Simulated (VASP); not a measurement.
# Ge in VASP: single point with PBEsol

Aim: the single point of Ge with PBEsol.

All numbers are computed with VASP 6.6.1; they aren't measurements. Logs are shortened: lines on timing, memory, paths and dates and some standing lists are left out, and cuts for length are marked.

### 1 The cell of the first run

The typed cell holds 2 atoms: a = 2.831 Å, b = 2.831 Å, c = 5.295 Å, α = 90.00°, β = 90.00°, γ = 119.99°.

This isn't the form of Ge at room conditions, which is diamond.

### 2 Single point, PBEsol

The input, INCAR:

```
PREC = Accurate
ENCUT = 520
EDIFF = 1E-7
ISMEAR = -1
SIGMA = 0.1
LREAL = F
LASPH = T
NELM = 60
ALGO = Normal
ISIF = 2
LWAVE = F
LCHARG = F
GGA = PS
NBANDS = 21
```

The input, KPOINTS:

```
regular mesh
0
Gamma
  12 12 7
```

The input, POSCAR:

```
Ge
1.0
    2.8310783331      0.0084907316      0.0000000000
   -1.4223727782      2.4478423766      0.0000000000
    0.0000000000      0.0000000000      5.2952113477
Ge
2
Direct
    0.5000045702      0.4999954298      0.2500000000
    0.4999954298      0.5000045702      0.7500000000
```

Potentials or basis: VASP PAW PBE potentials, release 64 (Ge_d).

Run with:

```
> cat potpaw_PBE.64/Ge_d/POTCAR > POTCAR
> mpirun -np 1 vasp_std > vasp.out
```

OUTCAR:

```text
PREC = Accurate
   ENCUT = 520
   EDIFF = 1E-7
   ISMEAR = -1
   LREAL = F
   LASPH = T
   NELM = 60
   ISIF = 2
   GGA = PS

 ion  position               nearest neighbor table
   1  0.500  0.500  0.250-   2 2.65   2 2.65
   2  0.500  0.500  0.750-   1 2.65   1 2.65

  LATTYP: Found a base centered orthorhombic cell.
 ALAT       =     2.8316114986
 B/A-ratio  =     1.7316263406
 C/A-ratio  =     1.8700345547

  Lattice vectors:

 A1 = (   2.8310783331,   0.0084907316,   0.0000000000)
 A2 = (  -1.4223727782,   2.4478423766,   0.0000000000)
 A3 = (   0.0000000000,   0.0000000000,   5.2952113477)

Analysis of symmetry for initial positions (statically):
=====================================================================
 Subroutine PRICEL returns:
 Original cell was already a primitive cell.

 Routine SETGRP: Setting up the symmetry group for a
 base centered orthorhombic supercell.

 Subroutine GETGRP returns: Found  8 space group operations
 (whereof  4 operations were pure point group operations)
 out of a pool of  8 trial point group operations.

The static configuration has the point symmetry C_2h.
 The point group associated with its full space group is D_2h.

Analysis of symmetry for dynamics (positions and initial velocities):
=====================================================================
 Subroutine PRICEL returns:
 Original cell was already a primitive cell.

 Routine SETGRP: Setting up the symmetry group for a
 base centered orthorhombic supercell.

 Subroutine GETGRP returns: Found  8 space group operations
 (whereof  4 operations were pure point group operations)
 out of a pool of  8 trial point group operations.

The dynamic configuration has the point symmetry C_2h.
 The point group associated with its full space group is D_2h.

 Subroutine INISYM returns: Found  8 space group operations
 (whereof  4 operations are pure point group operations),
 and found     1 'primitive' translations

----------------------------------------------------------------------------------------

                                     Primitive cell

  volume of cell :      36.7599

  direct lattice vectors                    reciprocal lattice vectors
     2.831078333  0.008490732  0.000000000     0.352607809  0.204890541  0.000000000
    -1.422372778  2.447842377  0.000000000    -0.001223076  0.407812341  0.000000000
     0.000000000  0.000000000  5.295211348     0.000000000  0.000000000  0.188849875

  length of vectors
     2.831091065  2.831091065  5.295211348     0.407814175  0.407814175  0.188849875

  position of ions in fractional coordinates (direct lattice)
     0.500004570  0.499995430  0.250000000
     0.499995430  0.500004570  0.750000000

  ion indices of the primitive-cell ions
   primitive index   ion index
                 1           1
                 2           2

----------------------------------------------------------------------------------------

 KPOINTS: regular mesh

Automatic generation of k-mesh.
 Grid dimensions read from file:
 generate k-points for:   12   12    7

 Generating k-lattice:

  Cartesian coordinates                     Fractional coordinates (reciprocal lattice)
     0.029383984  0.017074212  0.000000000     0.083333333  0.000000000  0.000000000
    -0.000101923  0.033984362  0.000000000     0.000000000  0.083333333  0.000000000
     0.000000000  0.000000000  0.026978554     0.000000000  0.000000000  0.142857143

  Length of vectors
     0.033984515  0.033984515  0.026978554

  Shift w.r.t. Gamma in fractional coordinates (k-lattice)
     0.000000000  0.000000000  0.000000000

 Subroutine IBZKPT returns following result:
 ===========================================

 Found    172 irreducible k-points:

 Following reciprocal coordinates:
            Coordinates               Weight
  0.000000  0.000000  0.000000      1.000000
  0.083333  0.000000  0.000000      4.000000
  0.166667 -0.000000  0.000000      4.000000
  0.250000 -0.000000  0.000000      4.000000
  0.333333 -0.000000  0.000000      4.000000
  0.416667  0.000000  0.000000      4.000000
[... 16 lines left out ...]
  0.500000  0.166667  0.000000      4.000000
 -0.416667  0.166667  0.000000      4.000000
 [... further k-points ...]
   k-points           NKPTS =    172   k-points in BZ     NKDIM =    172   number of bands    NBANDS=     21
   number of dos      NEDOS =    301   number of ions     NIONS =      2
   total plane-waves  NPLWV =  23040
   dimension x,y,z NGX =    24 NGY =   24 NGZ =   40
   dimension x,y,z NGXF=    48 NGYF=   48 NGZF=   80
   ions per type =               2
   NGX,Y,Z   is equivalent  to a cutoff of  14.09, 14.09, 12.56 a.u.
   NGXF,Y,Z  is equivalent  to a cutoff of  28.19, 28.19, 25.12 a.u.
 SYSTEM =  unknown system
   PREC   = accura    normal or accurate (medium, high low for compatibility)
   ISTART =      0    job   : 0-new  1-cont  2-samecut
   ICHARG =      2    charge: 1-file 2-atom 10-const
   ISPIN  =      1    spin polarized calculation?
   LNONCOLLINEAR =      F non collinear calculations
   LSORBIT =      F    spin-orbit coupling
   LASPH  =      T    aspherical Exc in radial PAW
   ENCUT  =  520.0 eV  38.22 Ry    6.18 a.u.   5.26  5.26  9.85*2*pi/ulx,y,z
   NELM   =     60;   NELMIN=  2; NELMDL= -5     # of ELM steps
   EDIFF  = 0.1E-06   stopping-criterion for ELM
   LREAL  =      F    real-space projection
   EDIFFG = 0.1E-05   stopping-criterion for IOM
   NSW    =      0    number of steps for IOM
   IBRION =     -1    ionic relax: 0-MD 1-quasi-New 2-CG
   NFREE  =      0    steps in history (QN), initial steepest desc. (CG)
   ISIF   =      2    stress and relaxation
   ISYM   =      2    0-nonsym 1-usesym 2-fastsym
   POTIM  = 0.5000    time-step for ionic-motion
   TEBEG  =    0.0;   TEEND  =   0.0 temperature during run
   PSTRESS=    0.0 pullay stress
   NELECT =      28.0000    total number of electrons
   NUPDOWN=      -1.0000    fix difference up-down
   EMIN   =  10.00;   EMAX   =-10.00  energy-range for DOS
   EFERMI =   0.00;   METHOD = LEGACY
   ISMEAR =    -1;   SIGMA  =   0.10  broadening in eV -4-tet -1-fermi 0-gaus
   EFERMI_NEDOS =   21; number of points for ismear=-14 and -15
   IALGO  =     38    algorithm
   IMIX   =      4    mixing-type and parameters
     AMIX     =   0.40;   BMIX     =  1.00
     AMIX_MAG =   1.60;   BMIX_MAG =  1.00
  volume/ion in A,a.u.               =      18.38       124.03
  Fermi-wavevector in a.u.,A,eV,Ry     =   1.495097  2.825323 30.413288  2.235314
  Thomas-Fermi vector in A             =   2.607285
   LORBIT       =      0    0 simple, 1 ext, 2 COOP (PROOUT), +10 PAW based schemes
   GGA     = PS    functional components
   LHFCALC =     F    Hartree Fock is set to
   AEXX    =    0.0000 exact exchange contribution
   IVDW    =     0    specifies the selected vdW correction
   LEPSILON=     F    determine dielectric tensor
   LRPA    =     F    only Hartree local field effects (RPA)
 non-spin polarized calculation
  energy-cutoff  :      520.00
  volume of cell :       36.76
 maximum number of plane-waves:      1008
 NGX is ok and might be reduce to    24
   NGX = 11   NGY = 11   NGZ = 19

 number of electron      28.0000002 magnetization

 Free energy of the ion-electron system (eV)
  ---------------------------------------------------
  ext. energy  EPLUGINS =         0.00000000
  ---------------------------------------------------
  free energy    TOTEN  =        -9.53483814 eV

  energy without entropy =       -9.51397751  energy(sigma->0) =       -9.52440783

 E-fermi :   6.7934     XC(G=0): -11.5136

 val. band max:        6.7490966690   @ k =  -0.3333   0.1667   0.4286
 cond. band min:       6.8143189392   @ k =   0.3333   0.3333   0.1429
 fundamental gap:      0.0652222701
 Fermi energy:         6.7933679808

 k-point     1 :       0.0000    0.0000    0.0000
  band No.  band energies     occupation
      1     -17.9374      2.00000
      2     -17.8322      2.00000
      3     -17.8320      2.00000
      4     -17.8203      2.00000
      5     -17.8201      2.00000
      6     -17.7506      2.00000
[... 13 lines left out ...]
     20      21.1262      0.00000
     21      21.1335      0.00000

 k-point     2 :       0.0833    0.0000    0.0000
  band No.  band energies     occupation
      1     -17.9324      2.00000
      2     -17.8340      2.00000
      3     -17.8227      2.00000
      4     -17.8221      2.00000
      5     -17.8112      2.00000
      6     -17.7570      2.00000
[... 13 lines left out ...]
     20      19.4850      0.00000
     21      21.5427      0.00000

 k-point     3 :       0.1667   -0.0000    0.0000
  band No.  band energies     occupation
      1     -17.9209      2.00000
      2     -17.8374      2.00000
      3     -17.8287      2.00000
      4     -17.7970      2.00000
      5     -17.7865      2.00000
      6     -17.7743      2.00000
[... 13 lines left out ...]
     20      18.5179      0.00000
     21      18.8357      0.00000

 k-point     4 :       0.2500   -0.0000    0.0000
  band No.  band energies     occupation
      1     -17.9115      2.00000
      2     -17.8398      2.00000
      3     -17.8363      2.00000
      4     -17.7977      2.00000
      5     -17.7618      2.00000
      6     -17.7608      2.00000
[... 13 lines left out ...]
     20      16.3691      0.00000
     21      19.4667      0.00000

 k-point     5 :       0.3333   -0.0000    0.0000
  band No.  band energies     occupation
      1     -17.9110      2.00000
      2     -17.8521      2.00000
      3     -17.8272      2.00000
      4     -17.8207      2.00000
      5     -17.7659      2.00000
      6     -17.7262      2.00000
[... 13 lines left out ...]
     20      16.1585      0.00000
     21      20.0557      0.00000
[... 382 lines left out ...]
     20      17.5578      0.00000
     21      19.9559      0.00000

 k-point    22 :       0.4167    0.1667    0.0000
  band No.  band energies     occupation
      1     -17.8853      2.00000
      2     -17.8352      2.00000
      3     -17.8284      2.00000
      4     -17.8093      2.00000
      5     -17.7857      2.00000
      6     -17.7251      2.00000
[... 13 lines left out ...]
     20      18.0304      0.00000
     21      19.8539      0.00000

 k-point    23 :       0.5000    0.1667    0.0000
  band No.  band energies     occupation
      1     -17.8848      2.00000
      2     -17.8313      2.00000
      3     -17.8273      2.00000
      4     -17.8168      2.00000
      5     -17.7832      2.00000
      6     -17.7226      2.00000
[... 13 lines left out ...]
     20      17.5586      0.00000
     21      19.9545      0.00000

 k-point    24 :      -0.4167    0.1667    0.0000
  band No.  band energies     occupation
      1     -17.8861      2.00000
      2     -17.8322      2.00000
      3     -17.8256      2.00000
      4     -17.8204      2.00000
      5     -17.7765      2.00000
      6     -17.7366      2.00000
[... 13 lines left out ...]
     20      16.5806      0.00000
     21      20.0915      0.00000

 [... further k-points ...]
[... 5 lines left out ...]
  --------------------------------------------------------------------------------------
  -------------------------------------------------------------------------------------
  Total       -0.0067584     -0.0097522     -0.0174983     -0.0025584      0.0000000     -0.0000000
  in kB       -0.2945634     -0.4250465     -0.7626620     -0.1115067      0.0000000     -0.0000000
  external PRESSURE =      -0.4940906 kB  Pullay stress =       0.0000000 kB

 VOLUME and BASIS-vectors are now :
 -----------------------------------------------------------------------------
  energy-cutoff  :      520.00
  volume of cell :       36.76
      direct lattice vectors                 reciprocal lattice vectors
     2.831078333  0.008490732  0.000000000     0.352607809  0.204890541  0.000000000
    -1.422372778  2.447842377  0.000000000    -0.001223076  0.407812341  0.000000000
     0.000000000  0.000000000  5.295211348     0.000000000  0.000000000  0.188849875

 POSITION                                       TOTAL-FORCE (eV/Angst)
 -----------------------------------------------------------------------------------
      0.70437      1.22816      1.32380        -0.000013      0.000008      0.000000
      0.70433      1.22818      3.97141         0.000013     -0.000008     -0.000000
 -----------------------------------------------------------------------------------
    total drift:                               -0.000000      0.000000      0.000000

  FREE ENERGIE OF THE ION-ELECTRON SYSTEM (eV)
  ---------------------------------------------------
  free  energy   TOTEN  =        -9.5348381392 eV

  energy  without entropy=       -9.5139775135  energy(sigma->0) =       -9.52440783
```

It took 2.3 min on 1 thread of Intel Xeon 8259CL, shared host; peak memory 0.23 GiB.

What came out:

* Free energy: -9.5348 eV
* Pressure: 0.0 GPa
* Band gap on the k mesh: zero (bands 14 and 15 overlap by 8.95 eV)

Caveat: the PAW data sets were made with another functional, which shifts forces and pressure a little.

The gap in the log of VASP goes by the Fermi energy; the results here count the filled bands.